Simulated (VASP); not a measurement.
# Au (Fm-3m) in VASP: further runs

Aim: see how the results for Au move with the level of theory and the settings. Levels: RPBE, revPBE+D3(BJ), PBEsol+D4, PBEsol. Tasks: single point, relaxation of cell and atoms.

Program: VASP 6.6.1. These are calculated values, not measurements. Logs are shortened: lines on timing, memory, paths and dates and some standing lists are left out, and cuts for length are marked.

## Step 1: The cell of the first run

Symmetry: Fm-3m, No. 225, cubic system. Conventional cell: a = 4.197 Å, b = 4.197 Å, c = 4.197 Å, α = 90.00°, β = 90.00°, γ = 90.00°. Au (site symmetry m-3m) has 12 Au at 2.97 Å within 3.9 Å.

## Step 2: Single point, RPBE

Contents of INCAR:

```
PREC     = Accurate       # precision mode
ENCUT    = 520            # plane-wave cutoff, eV
EDIFF    = 1E-6           # SCF threshold, eV
ISMEAR   = -1             # smearing method
SIGMA    = 0.05           # smearing width, eV
LREAL    = False          # projectors in reciprocal space
LASPH    = True           # aspherical terms in the spheres
NELM     = 60             # most SCF steps
ALGO     = Normal         # electronic algorithm
ISIF     = 2              # what is computed and relaxed
LWAVE    = False          # write WAVECAR
LCHARG   = True           # write CHGCAR
GGA      = RP             # functional
LELF     = True           # ELF
LVHAR    = True         
NBANDS   = 12             # bands
```

Contents of KPOINTS:

```
regular mesh
0
Gamma
  11 11 11
```

Contents of POSCAR:

```
Au
1.0
    0.0000000000      2.0984654328      2.0984654328
    2.0984654328      0.0000000000      2.0984654328
    2.0984654328      2.0984654328      0.0000000000
Au
1
Direct
    0.0000000000      0.0000000000      0.0000000000
```

Potentials or basis: VASP PAW PBE potentials, release 64 (Au).

The run is started by

```bash
$ cat potpaw_PBE.64/Au/POTCAR > POTCAR
$ mpirun -np 1 vasp_std > vasp.out
```

OUTCAR:

```text
PREC = Accurate
   ENCUT = 520
   EDIFF = 1E-6
   ISMEAR = -1
   LREAL = False
   LASPH = True
   NELM = 60
   ISIF = 2
   GGA = RP

 ion  position               nearest neighbor table
   1  0.000  0.000  0.000-

  LATTYP: Found a face centered cubic cell.
 ALAT       =     4.1969308656

  Lattice vectors:

 A1 = (   0.0000000000,   2.0984654328,   2.0984654328)
 A2 = (   2.0984654328,   0.0000000000,   2.0984654328)
 A3 = (   2.0984654328,   2.0984654328,   0.0000000000)

Analysis of symmetry for initial positions (statically):
=====================================================================
 Subroutine PRICEL returns:
 Original cell was already a primitive cell.

 Routine SETGRP: Setting up the symmetry group for a
 face centered cubic supercell.

 Subroutine GETGRP returns: Found 48 space group operations
[... 9 lines left out ...]

 Routine SETGRP: Setting up the symmetry group for a
 face centered cubic supercell.

 Subroutine GETGRP returns: Found 48 space group operations
[... 11 lines left out ...]
                                     Primitive cell

  volume of cell :      18.4814

  direct lattice vectors                    reciprocal lattice vectors
     0.000000000  2.098465433  2.098465433    -0.238269353  0.238269353  0.238269353
     2.098465433  0.000000000  2.098465433     0.238269353 -0.238269353  0.238269353
     2.098465433  2.098465433  0.000000000     0.238269353  0.238269353 -0.238269353

  length of vectors
     2.967678275  2.967678275  2.967678275     0.412694624  0.412694624  0.412694624

  position of ions in fractional coordinates (direct lattice)
     0.000000000  0.000000000  0.000000000

  ion indices of the primitive-cell ions
   primitive index   ion index
                 1           1

----------------------------------------------------------------------------------------

 KPOINTS: regular mesh

Automatic generation of k-mesh.
 Grid dimensions read from file:
 generate k-points for:   11   11   11

 Generating k-lattice:

  Cartesian coordinates                     Fractional coordinates (reciprocal lattice)
    -0.021660850  0.021660850  0.021660850     0.090909091  0.000000000  0.000000000
     0.021660850 -0.021660850  0.021660850     0.000000000  0.090909091  0.000000000
     0.021660850  0.021660850 -0.021660850     0.000000000  0.000000000  0.090909091

  Length of vectors
     0.037517693  0.037517693  0.037517693

  Shift w.r.t. Gamma in fractional coordinates (k-lattice)
     0.000000000  0.000000000  0.000000000

 Subroutine IBZKPT returns following result:
 ===========================================

 Found     56 irreducible k-points:

 Following reciprocal coordinates:
            Coordinates               Weight
  0.000000  0.000000  0.000000      1.000000
  0.090909  0.000000  0.000000      8.000000
  0.181818  0.000000  0.000000      8.000000
  0.272727  0.000000  0.000000      8.000000
  0.363636  0.000000  0.000000      8.000000
  0.454545  0.000000  0.000000      8.000000
[... 16 lines left out ...]
 -0.272727  0.181818  0.000000     24.000000
 -0.181818  0.181818  0.000000     12.000000
 [... further k-points ...]
   k-points           NKPTS =     56   k-points in BZ     NKDIM =     56   number of bands    NBANDS=     12
   number of dos      NEDOS =    301   number of ions     NIONS =      1
   total plane-waves  NPLWV =  13824
   dimension x,y,z NGX =    24 NGY =   24 NGZ =   24
   dimension x,y,z NGXF=    48 NGYF=   48 NGZF=   48
   ions per type =               1
   NGX,Y,Z   is equivalent  to a cutoff of  13.44, 13.44, 13.44 a.u.
   NGXF,Y,Z  is equivalent  to a cutoff of  26.89, 26.89, 26.89 a.u.
 SYSTEM =  unknown system
   PREC   = accura    normal or accurate (medium, high low for compatibility)
   ISTART =      0    job   : 0-new  1-cont  2-samecut
   ICHARG =      2    charge: 1-file 2-atom 10-const
   ISPIN  =      1    spin polarized calculation?
   LNONCOLLINEAR =      F non collinear calculations
   LSORBIT =      F    spin-orbit coupling
   LASPH  =      T    aspherical Exc in radial PAW
[... 50 lines left out ...]
      9      27.2892      0.00000
     10      27.2892      0.00000
     11      29.6360      0.00000
     12      31.5556      0.00000

 k-point     4 :       0.2727    0.0000    0.0000
  band No.  band energies     occupation
      1       1.1854      2.00000
      2       4.0539      2.00000
      3       4.2262      2.00000
      4       4.2262      2.00000
      5       5.5519      2.00000
      6       5.5519      2.00000
      7      18.0692      0.00000
      8      23.6315      0.00000
      9      27.1340      0.00000
     10      27.1340      0.00000
     11      29.6383      0.00000
     12      30.6184      0.00000

 k-point     5 :       0.3636    0.0000    0.0000
  band No.  band energies     occupation
      1       1.6316      2.00000
      2       4.0903      2.00000
      3       4.0903      2.00000
      4       5.2852      2.00000
      5       5.9876      2.00000
      6       5.9876      2.00000
      7      14.5799      0.00000
      8      22.8756      0.00000
      9      25.8749      0.00000
     10      25.8749      0.00000
     11      31.2664      0.00000
     12      31.2813      0.00000
[... 228 lines left out ...]
      1       2.3405      2.00000
      2       3.6137      2.00000
      3       4.5195      2.00000
      4       4.6996      2.00000
      5       6.3010      2.00000
      6      10.1072      0.00000
      7      11.0973      0.00000
      8      20.4889      0.00000
      9      23.0830      0.00000
     10      23.7732      0.00000
     11      32.7299      0.00000
     12      32.7468      0.00000

 k-point    22 :      -0.3636    0.1818    0.0000
  band No.  band energies     occupation
      1       2.4125      2.00000
      2       3.6832      2.00000
      3       4.5022      2.00000
      4       4.5827      2.00000
      5       5.8926      2.00000
      6       8.6957      0.00934
      7      13.1395      0.00000
      8      19.8797      0.00000
      9      23.8486      0.00000
     10      24.5531      0.00000
     11      31.1369      0.00000
     12      32.7373      0.00000

 k-point    23 :      -0.2727    0.1818    0.0000
  band No.  band energies     occupation
      1       2.3655      2.00000
      2       3.6999      2.00000
      3       4.0424      2.00000
      4       4.5975      2.00000
      5       5.3193      2.00000
      6       7.3200      2.00000
      7      16.2933      0.00000
      8      19.9513      0.00000
      9      24.4625      0.00000
     10      26.6892      0.00000
     11      29.0185      0.00000
     12      32.7356      0.00000

 k-point    24 :      -0.1818    0.1818    0.0000
  band No.  band energies     occupation
      1       1.6981      2.00000
      2       3.4917      2.00000
      3       4.1933      2.00000
      4       4.7640      2.00000
      5       4.7982      2.00000
      6       6.3736      2.00000
      7      19.1737      0.00000
      8      20.9601      0.00000
      9      25.6138      0.00000
     10      27.1782      0.00000
     11      29.0575      0.00000
     12      31.7325      0.00000

 [... further k-points ...]

------------------------ aborting loop because EDIFF is reached ----------------------------------------

  FORCE on cell =-STRESS in cart. coord.  units (eV):
  Direction    XX          YY          ZZ          XY          YZ          ZX
  --------------------------------------------------------------------------------------
  -------------------------------------------------------------------------------------
  Total       -0.0213528     -0.0213528     -0.0213528     -0.0000000      0.0000000     -0.0000000
  in kB       -1.8511046     -1.8511046     -1.8511046     -0.0000000      0.0000000     -0.0000000
  external PRESSURE =      -1.8511046 kB  Pullay stress =       0.0000000 kB

 VOLUME and BASIS-vectors are now :
 -----------------------------------------------------------------------------
  energy-cutoff  :      520.00
  volume of cell :       18.48
      direct lattice vectors                 reciprocal lattice vectors
     0.000000000  2.098465433  2.098465433    -0.238269353  0.238269353  0.238269353
     2.098465433  0.000000000  2.098465433     0.238269353 -0.238269353  0.238269353
     2.098465433  2.098465433  0.000000000     0.238269353  0.238269353 -0.238269353

 POSITION                                       TOTAL-FORCE (eV/Angst)
 -----------------------------------------------------------------------------------
      0.00000      0.00000      0.00000        -0.000000     -0.000000      0.000000
 -----------------------------------------------------------------------------------
    total drift:                               -0.000000      0.000000     -0.000000

  FREE ENERGIE OF THE ION-ELECTRON SYSTEM (eV)
  ---------------------------------------------------
  free  energy   TOTEN  =        -2.6449320436 eV

  energy  without entropy=       -2.6441255523  energy(sigma->0) =       -2.64452880
```

Run time: 4.4 s. Hardware: 1 thread of Intel Xeon 6975P-C (Granite Rapids), shared host; peak memory 0.14 GiB.

What came out:

| Property | Result |
| --- | --- |
| Free energy | -2.6449 eV |
| Pressure | -0.2 GPa |

Levels at points of the mesh, in eV from the Fermi level:
| k point | band 2 | band 3 | band 4 | band 5 | band 6 | band 7 | band 8 | band 9 | band 10 | band 11 |
| --- | --- | --- | --- | --- | --- | --- | --- | --- | --- | --- |
| (0.00, 0.00, 0.00) | -4.42 | -4.42 | -4.42 | -3.12 | -3.12 | 14.45 | 18.02 | 18.02 | 18.02 | 22.65 |

Caveat: the PAW data sets were made with another functional, which shifts forces and pressure a little; spin-orbit coupling is left out, which moves the levels of the heavy elements.

## Step 3: Relaxation of cell and atoms, revPBE+D3(BJ)

This run uses another cell than the first one, of 16.85 Å³/atom, 0.912 times its volume.

Contents of INCAR:

```
PREC = Accurate
ENCUT = 600
EDIFF = 1E-6
ISMEAR = -1
SIGMA = 0.05
LREAL = False
LASPH = True
NELM = 100
ALGO = Normal
ISIF = 3
LWAVE = False
LCHARG = False
GGA = RE
IVDW = 12
IBRION = 2
NSW = 80
EDIFFG = -0.01
```

Contents of KPOINTS:

```
Automatic mesh
0
Gamma
  11 11 11
```

Contents of POSCAR:

```
Au
1.0
    0.0000000000      2.0350000000      2.0350000000
    2.0350000000      0.0000000000      2.0350000000
    2.0350000000      2.0350000000      0.0000000000
Au
1
Direct
    0.0000000000      0.0000000000      0.0000000000
```

Potentials or basis: VASP PAW PBE potentials, release 64 (Au).

The run is started by

```bash
$ cat potpaw_PBE.64/Au/POTCAR > POTCAR
$ mpirun -np 1 vasp_std > vasp.out
```

Wall time 7.5 s (1 thread of Intel Xeon 6975P-C (Granite Rapids), shared host); peak memory 0.15 GiB.

It converged, with:

```yaml
Free_energy: -3.9660 eV
Relaxed_volume: 16.93 Å³/atom
Relaxed_cell: a = 2.882 Å, b = 2.882 Å, c = 2.882 Å, α = 60.00°, β = 60.00°, γ = 60.00°
Space_group_after_relaxing_to_0.05_Å: Fm-3m (No. 225)
Energy_gained_by_relaxing: 0.2 meV/atom
Ionic_steps: 3
Pressure_after_relaxing: 0.0 GPa
Dispersion_energy_per_atom: -1.270 eV
```

The path:
| step | energy change (eV) | largest force (eV/Å) | pressure (GPa) | volume (Å³) |
| --- | --- | --- | --- | --- |
| 1 | 0.0000 | 0.0000 | 0.82 | 16.85 |
| 2 | 0.0004 | 0.0000 | -1.29 | 17.07 |
| 3 | -0.0002 | 0.0000 | 0.00 | 16.93 |

Final structure:
```xyz
1
Lattice="0.0000 2.0381 2.0381 2.0381 0.0000 2.0381 2.0381 2.0381 0.0000" Properties=species:S:1:pos:R:3 pbc="T T T"
Au    0.0000    0.0000    0.0000
```

Levels at points of the mesh, in eV from the Fermi level:
```tsv
k point	band 3	band 4	band 5	band 6	band 7	band 8	band 9
(0.00, 0.00, 0.00)	-4.77	-4.77	-3.25	-3.25	14.46	18.51	18.51
```

Caveat: the PAW data sets were made with another functional, which shifts forces and pressure a little; spin-orbit coupling is left out, which moves the levels of the heavy elements; pairwise dispersion overbinds metals, which lowers pressure and volume. Zero-point motion and thermal expansion aren't in these numbers.

## Step 4: Relaxation of cell and atoms, RPBE

This run uses another cell than the first one, of 16.85 Å³/atom, 0.912 times its volume.

Contents of INCAR:

```
PREC = Accurate
ENCUT = 600
EDIFF = 1E-7
ISMEAR = -1
SIGMA = 0.05
LREAL = F
LASPH = T
NELM = 60
ALGO = Normal
ISIF = 3
LWAVE = F
LCHARG = F
GGA = RP
IBRION = 2
NSW = 80
EDIFFG = -0.005
```

KPOINTS is that of step 3.

POSCAR is that of step 3.

The run is started by

```bash
$ cat potpaw_PBE.64/Au/POTCAR > POTCAR
$ mpirun -np 1 vasp_std > vasp.out
```

Run time: 29 s. Hardware: 1 thread of Intel Xeon 6975P-C (Granite Rapids), shared host; peak memory 0.15 GiB.

Results (log left out):

```
Free energy                            : -2.6445 eV
Relaxed volume                         : 18.47 Å³/atom
Relaxed cell                           : a = 2.967 Å, b = 2.967 Å, c = 2.967 Å, α = 60.00°, β = 60.00°, γ = 60.00°
Space group after relaxing (to 0.05 Å) : Fm-3m (No. 225)
Energy gained by relaxing              : 66.0 meV/atom
Ionic steps                            : 18
Pressure after relaxing                : 0.0 GPa
```

The path:
```tsv
step	energy change (eV)	largest force (eV/Å)	pressure (GPa)	volume (Å³)
1	0.0000	0.0000	14.67	16.85
2	0.0263	0.0000	-10.37	20.91
3	-0.0660	0.0000	-0.30	18.51
4	-0.0660	0.0000	-0.07	18.47
5	-0.0660	0.0000	0.15	18.44
6	-0.0660	0.0000	0.16	18.44
7	-0.0660	0.0000	0.14	18.44
8	-0.0660	0.0000	0.14	18.44
9	-0.0660	0.0000	0.14	18.44
10	-0.0660	0.0000	0.14	18.44
11	-0.0660	0.0000	0.14	18.44
12	-0.0660	0.0000	0.14	18.44
13	-0.0660	0.0000	0.15	18.44
14	-0.0660	0.0000	0.13	18.44
15	-0.0660	0.0000	0.12	18.44
16	-0.0660	0.0000	0.10	18.44
17	-0.0660	0.0000	0.05	18.45
18	-0.0660	0.0000	-0.04	18.47
```

Final structure:
```
CELL_PARAMETERS angstrom
0.00000 2.09785 2.09785
2.09785 0.00000 2.09785
2.09785 2.09785 0.00000
ATOMIC_POSITIONS crystal
Au 0.00000 0.00000 0.00000
```

Levels at points of the mesh, in eV from the Fermi level:
```csv
k point,band 2,band 3,band 4,band 5,band 6,band 7,band 8,band 9
"(0.00, 0.00, 0.00)",-4.43,-4.43,-4.43,-3.12,-3.12,14.45,18.02,18.02
```

Caveat: the PAW data sets were made with another functional, which shifts forces and pressure a little; spin-orbit coupling is left out, which moves the levels of the heavy elements.

## Step 5: Relaxation of cell and atoms, PBEsol+D4

This run uses another cell than the first one, of 16.85 Å³/atom, 0.912 times its volume.

Contents of INCAR:

```
ALGO = Normal
EDIFF = 1E-7
EDIFFG = -0.02
ENCUT = 600
GGA = PS
IBRION = 2
ISIF = 3
ISMEAR = -1
IVDW = 13
LASPH = T
LCHARG = F
LREAL = F
LWAVE = F
NELM = 80
NSW = 80
PREC = Accurate
SIGMA = 0.05
```

Contents of KPOINTS:

```
k-points
0
Gamma
  11 11 11
```

POSCAR is that of step 4.

The run is started by

```bash
$ cat potpaw_PBE.64/Au/POTCAR > POTCAR
$ mpirun -np 1 vasp_std > vasp.out
```

Wall time 8.8 s (1 thread of Intel Xeon 6975P-C (Granite Rapids), shared host); peak memory 0.15 GiB.

The run converged. Its results:

```yaml
Free_energy: -4.3338 eV
Relaxed_volume: 16.67 Å³/atom
Relaxed_cell: a = 2.867 Å, b = 2.867 Å, c = 2.867 Å, α = 60.00°, β = 60.00°, γ = 60.00°
Space_group_after_relaxing_to_0.05_Å: Fm-3m (No. 225)
Energy_gained_by_relaxing: 1.2 meV/atom
Ionic_steps: 3
Pressure_after_relaxing: 0.0 GPa
Dispersion_energy_per_atom: -0.404 eV
```

Step by step:
| step | energy change (eV) | largest force (eV/Å) | pressure (GPa) | volume (Å³) |
| --- | --- | --- | --- | --- |
| 1 | 0.0000 | 0.0000 | -2.03 | 16.85 |
| 2 | 0.0029 | 0.0000 | 4.04 | 16.34 |
| 3 | -0.0012 | 0.0000 | -0.01 | 16.67 |

Final structure:
```yaml
crystal:
  lattice:
    - [0.00000, 2.02759, 2.02759]
    - [2.02759, 0.00000, 2.02759]
    - [2.02759, 2.02759, 0.00000]
  atoms:
    - { symbol: Au, position: [0.00000, 0.00000, 0.00000] }
```

Levels at points of the mesh, in eV from the Fermi level:
```csv
k point,band 3,band 4,band 5,band 6,band 7,band 8,band 9
"(0.00, 0.00, 0.00)",-4.79,-4.79,-3.20,-3.20,14.48,18.60,18.60
```

Caveat: the PAW data sets were made with another functional, which shifts forces and pressure a little; spin-orbit coupling is left out, which moves the levels of the heavy elements; pairwise dispersion overbinds metals, which lowers pressure and volume.

## Step 6: Single point, PBEsol (volume scaled by 0.94)

Contents of INCAR:

```
ALGO     = Fast           # electronic algorithm
EDIFF    = 1E-6           # SCF threshold, eV
ENCUT    = 520            # plane-wave cutoff, eV
GGA      = PS             # functional
ISIF     = 2              # what is computed and relaxed
ISMEAR   = -1             # smearing method
LASPH    = T              # aspherical terms in the spheres
LCHARG   = F              # write CHGCAR
LREAL    = F              # projectors in reciprocal space
LWAVE    = F              # write WAVECAR
NBANDS   = 12             # bands
NELM     = 60             # most SCF steps
PREC     = Accurate       # precision mode
SIGMA    = 0.05           # smearing width, eV
```

KPOINTS is that of step 5.

Contents of POSCAR:

```
Au
1.0
    0.0000000000      1.9934577312      1.9934577312
    1.9934577312      0.0000000000      1.9934577312
    1.9934577312      1.9934577312      0.0000000000
Au
1
Direct
    0.0000000000      0.0000000000      0.0000000000
```

Potentials or basis: VASP PAW PBE potentials, release 64 (Au).

The run is started by

```bash
$ cat potpaw_PBE.64/Au/POTCAR > POTCAR
$ mpirun -np 1 vasp_std > vasp.out
```

It took 6.9 s on 1 thread of Intel Xeon Platinum 8488C (Sapphire Rapids), shared host; peak memory 0.14 GiB.

Results (log left out):

| Item | Value |
| --- | --- |
| Free energy | -3.8828 eV |
| Pressure | 15.0 GPa |

Levels at points of the mesh, in eV from the Fermi level:
```csv
k point,band 2,band 3,band 4,band 5,band 6,band 7,band 8,band 9,band 10,band 11
"(0.00, 0.00, 0.00)",-5.05,-5.05,-5.05,-3.31,-3.31,14.42,18.83,18.83,18.83,23.94
```

Caveat: the cell differs from its parent crystal (volume scaled by 0.94); the PAW data sets were made with another functional, which shifts forces and pressure a little; spin-orbit coupling is left out, which moves the levels of the heavy elements.

## Step 7: The runs side by side

| task | level | cell | cutoff (eV) | gap on the mesh (eV) | pressure (GPa) | relaxed volume (Å³/atom) |
| --- | --- | --- | --- | --- | --- | --- |
| single point | RPBE | a = 2.968 Å, angles 60.0°, 1 atom | 520 | none | -0.2 | - |
| relaxation of cell and atoms | revPBE+D3(BJ) | relaxed from a = 2.878 Å, angles 60.0°, 1 atom | 600 | none | 0.0 | 16.93 |
| relaxation of cell and atoms | RPBE | relaxed from a = 2.878 Å, angles 60.0°, 1 atom | 600 | none | 0.0 | 18.47 |
| relaxation of cell and atoms | PBEsol+D4 | relaxed from a = 2.878 Å, angles 60.0°, 1 atom | 600 | none | 0.0 | 16.67 |
| single point | PBEsol | a = 2.819 Å, angles 60.0°, 1 atom | 520 | none | 15.0 | - |

Alike in all rows: potentials or basis VASP PAW PBE potentials, release 64 (Au); no spin polarisation; k mesh 11 × 11 × 11; smearing fermi-dirac 0.05 eV.

Caveats: the PAW data sets were made with another functional, which shifts forces and pressure a little; spin-orbit coupling is left out, which moves the levels of the heavy elements; pairwise dispersion overbinds metals, which lowers pressure and volume (some runs).

Absolute energies hang on the potentials; compare differences alone.
